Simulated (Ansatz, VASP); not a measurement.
# NaI: VASP beside Ansatz

POSCAR

```
NaI
1.0
    0.0000000000      3.2364000000      3.2364000000
    3.2364000000      0.0000000000      3.2364000000
    3.2364000000      3.2364000000      0.0000000000
Na I
1 1
Direct
    0.0000000000      0.0000000000      0.0000000000
    0.5000000000      0.5000000000      0.5000000000
```

INCAR.step1

```
PREC     = Accurate       # precision mode
ENCUT    = 550            # plane-wave cutoff, eV
ISMEAR   = 0              # smearing method
SIGMA    = 0.01           # smearing width, eV
LREAL    = F              # projectors in reciprocal space
LASPH    = T              # aspherical terms in the spheres
NELM     = 120            # most SCF steps
NBANDS   = 14             # bands
GGA      = PE             # functional
ALGO     = Normal         # electronic algorithm
EDIFF    = 1E-5           # SCF threshold, eV
LWAVE    = T              # write WAVECAR
LCHARG   = F              # write CHGCAR
GGA_COMPAT= F
```

The input INCAR.step2:

```
PREC     = Accurate       # precision mode
ENCUT    = 550            # plane-wave cutoff, eV
EDIFF    = 1E-6           # SCF threshold, eV
ISMEAR   = 0              # smearing method
SIGMA    = 0.01           # smearing width, eV
LREAL    = F              # projectors in reciprocal space
LASPH    = T              # aspherical terms in the spheres
NELM     = 120            # most SCF steps
ALGO     = Normal         # electronic algorithm
ISIF     = 2              # what is computed and relaxed
LWAVE    = F              # write WAVECAR
LCHARG   = F              # write CHGCAR
METAGGA  = R2SCAN         # meta-GGA
LMIXTAU  = T            
NBANDS   = 14             # bands
ISTART   = 1            
GGA_COMPAT= F
```

The input KPOINTS:

```
regular mesh
0
Gamma
  5 5 5
```

Input for Ansatz:

```yaml
crystal:
  lattice:
    - [0.0, 3.2364, 3.2364]
    - [3.2364, 0.0, 3.2364]
    - [3.2364, 3.2364, 0.0]
  atoms:
    - { symbol: Na, position: [0.0, 0.0, 0.0] }
    - { symbol: I, position: [0.5, 0.5, 0.5] }
kpoints:
  mp_grid:
    grid: [5, 5, 5]
    shift: [0.0, 0.0, 0.0]
hamiltonian:
  xc: r2scan
scf:
  occupations:
    method: fixed
output:
  eigenvalues: true
```

Alike in both runs: task single point; functional r2SCAN; k mesh 5 × 5 × 5; no spin polarisation.

|  | VASP | Ansatz |
| --- | --- | --- |
| version | VASP 6.6.1 | Ansatz 0.2.0 |
| potentials or method | VASP PAW PBE potentials, release 64 (Na_pv, I) | plane waves, PAW |
| plane-wave cutoff (eV) | 550 | 500 |
| occupations | gaussian, width 0.01 eV | fixed |
| valence electrons in the cell | 14 | 26 |

```tsv
	VASP	Ansatz	Ansatz less VASP
gap on the k mesh at the Fermi level (eV)	4.44	4.43	-0.009
```

VASP's potentials were made for PBE, not for r2SCAN. VASP's potentials hold 14 valence electrons a cell and Ansatz's 26, so a difference there can come from the potentials and not from the codes.

Neither program's run includes spin-orbit coupling.
